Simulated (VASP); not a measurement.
Input of a VASP 6.6.1 run:

The input INCAR:

```
PREC = Accurate
ENCUT = 500
EDIFF = 1E-6
ISMEAR = -1
SIGMA = 0.05
LREAL = False
LASPH = True
NELM = 200
ALGO = Normal
ISIF = 2
LWAVE = False
LCHARG = True
ISPIN = 2
MAGMOM = 0.5 -0.5
LORBIT = 11
LMAXMIX = 4
GGA = PE
LELF = True
LVHAR = True
NBANDS = 21
GGA_COMPAT = False
```

Contents of KPOINTS:

```
Automatic mesh
0
Gamma
  13 13 7
```

Contents of POSCAR:

```
Pd
1.0
    2.7665552863      0.0000000000      0.0000000000
   -1.3832776431      2.3959071589      0.0000000000
    0.0000000000      0.0000000000      4.6493912473
Pd
2
Direct
    0.3333333333      0.6666666667      0.2500000000
    0.6666666667      0.3333333333      0.7500000000
```

Potentials or basis: VASP PAW PBE potentials, release 64 (Pd).

Command:

```bash
$ cat potpaw_PBE.64/Pd/POTCAR > POTCAR
$ mpirun -np 1 vasp_std > vasp.out
```

(1) Predict the pressure.

(2) Predict the net moment.

Answers

(1) -0.3 GPa.

(2) 0.00 μB per cell.
